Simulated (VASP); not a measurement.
ZnS, 4 atoms in the cell. It takes space group P6_3mc (No. 186, hexagonal). The conventional cell has a = 4.033 Å, b = 4.033 Å, c = 5.730 Å, α = 90.00°, β = 90.00°, γ = 120.00°. Within 2.9 Å of Zn (site symmetry 3m) lie 4 S at 2.22 to 2.42 Å. S (site symmetry 3m) has 4 Zn at 2.22 to 2.42 Å within 2.9 Å.  This cell differs from its parent crystal: atoms shifted along a free coordinate, c/a of the conventional cell at fixed volume 1.4207.

```yaml
Program: VASP 6.6.1
Task: single point
Functional: PBE
Potentials_or_basis: VASP PAW PBE potentials, release 64 (Zn, S)
Cutoff: 520 eV
k_mesh: 9 × 9 × 4
Occupations: gaussian, width 0.05 eV
Spin: no spin polarisation
Dipole_correction: no
Further_INCAR_settings: ALGO = Normal; EDIFF = 1e-07; NBANDS = 26
```

Potentials or basis: VASP PAW PBE potentials, release 64 (Zn, S).

Command:

```sh
$ cat potpaw_PBE.64/Zn/POTCAR potpaw_PBE.64/S/POTCAR > POTCAR
$ mpirun -np 1 vasp_std > vasp.out
```

Hardware: 1 thread of Intel Xeon 8259CL, with other jobs on the host.

Question: How long does it take, and how much memory?

Answer: It took 100 s on 1 thread of Intel Xeon 8259CL (shared host), peak memory 0.23 GiB. Counts: scf iterations 15, k points 36.
